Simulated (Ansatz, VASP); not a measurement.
# W in VASP and in Ansatz

```
W
1.0
    -1.59730    1.59730   -1.59730
    -1.59730   -1.59730    1.59730
    -1.27784    6.38920    6.38920
W
4
Cartesian
  0.0000 5.5905 5.5905
  -1.5973 0.7986 0.7986
  0.0000 2.3960 2.3960
  -1.5973 3.9932 3.9932
```

Alike in both runs: task single point; functional PBEsol; k mesh 18 × 18 × 5; occupations gaussian, width 0.15 eV; no spin polarisation.

|  | VASP | Ansatz |
| --- | --- | --- |
| version | VASP 6.6.1 | Ansatz 0.2.0 |
| potentials or method | VASP PAW PBE potentials, release 64 (W_sv), cutoff 520 eV | scalar-relativistic, plane waves, PAW |
| valence electrons in the cell | 56 | 56 |

```csv
,VASP,Ansatz,Ansatz less VASP
gap on the k mesh at the Fermi level (eV),none,none,-
pressure (GPa),-0.3,-1.3,-1.02
"traceless stress, the component that is largest in VASP (GPa)",12.49,11.69,-0.803
rms of the force components (eV/Å),2.090,1.979,-0.1107
```

VASP's potentials were made for PBE, not for PBEsol. Atom by atom the forces differ by 0.112 eV/Å (rms over components). A gap of «none» marks a metal or a gap that the smearing closes. The functional is the same, so the differences come from potentials, cutoffs and numerics.

Neither program's run includes spin-orbit coupling.
